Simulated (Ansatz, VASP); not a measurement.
# Two plane-wave programs on Rh

POSCAR

```
Rh
1.0
    0.0000000000      1.9008071574      1.9008071574
    1.9008071574      0.0000000000      1.9008071574
    1.9008071574      1.9008071574      0.0000000000
Rh
1
Direct
    0.0000000000      0.0000000000      0.0000000000
```

The input INCAR.step1:

```
PREC = Accurate
ENCUT = 680
ISMEAR = 1
SIGMA = 0.2
LREAL = F
LASPH = T
NELM = 120
NBANDS = 14
GGA = PE
ALGO = Normal
EDIFF = 1E-5
LWAVE = T
LCHARG = F
GGA_COMPAT = F
```

INCAR.step2

```
PREC = Accurate
ENCUT = 680
EDIFF = 1E-6
ISMEAR = 1
SIGMA = 0.2
LREAL = F
LASPH = T
NELM = 120
ALGO = Normal
ISIF = 2
LWAVE = F
LCHARG = F
METAGGA = R2SCAN
LMIXTAU = T
NBANDS = 14
ISTART = 1
GGA_COMPAT = F
```

The input KPOINTS:

```
regular mesh
0
Gamma
  14 14 14
```

Input for Ansatz:

```yaml
crystal:
  lattice:
    - [0.0, 1.9008071574, 1.9008071574]
    - [1.9008071574, 0.0, 1.9008071574]
    - [1.9008071574, 1.9008071574, 0.0]
  atoms:
    - { symbol: Rh, position: [0.0, 0.0, 0.0] }
hamiltonian:
  xc: r2scan
  pseudopotentials:
    kind: paw
    azcp:
      Rh: "pseudopotentials/Rh.paw.azcp"
basis:
  ecutwfc: 500
  fft_grid_basis: typed
kpoints:
  mp_grid: { grid: [14, 14, 14], shift: [0, 0, 0] }
magnetization:
  spin_polarized: false
scf:
  occupations: { method: methfessel_paxton, width: 0.2 }
  lower_state_search: "off"
output:
  stress: true
```

Alike in both runs: task single point; functional r2SCAN; k mesh 14 × 14 × 14; occupations methfessel-paxton of order 1, width 0.2 eV; no spin polarisation.

|  | VASP | Ansatz |
| --- | --- | --- |
| version | VASP 6.6.1 | Ansatz 0.2.0 |
| potentials or method | VASP PAW PBE potentials, release 64 (Rh_sv_GW), cutoff 680 eV | plane waves (500 eV) with PAW, scalar-relativistic |
| valence electrons in the cell | 17 | 17 |

```csv
,VASP,Ansatz,Ansatz less VASP
pressure (GPa),-0.4,-0.4,-0.06
```

VASP's potentials were made for PBE, not for r2SCAN.
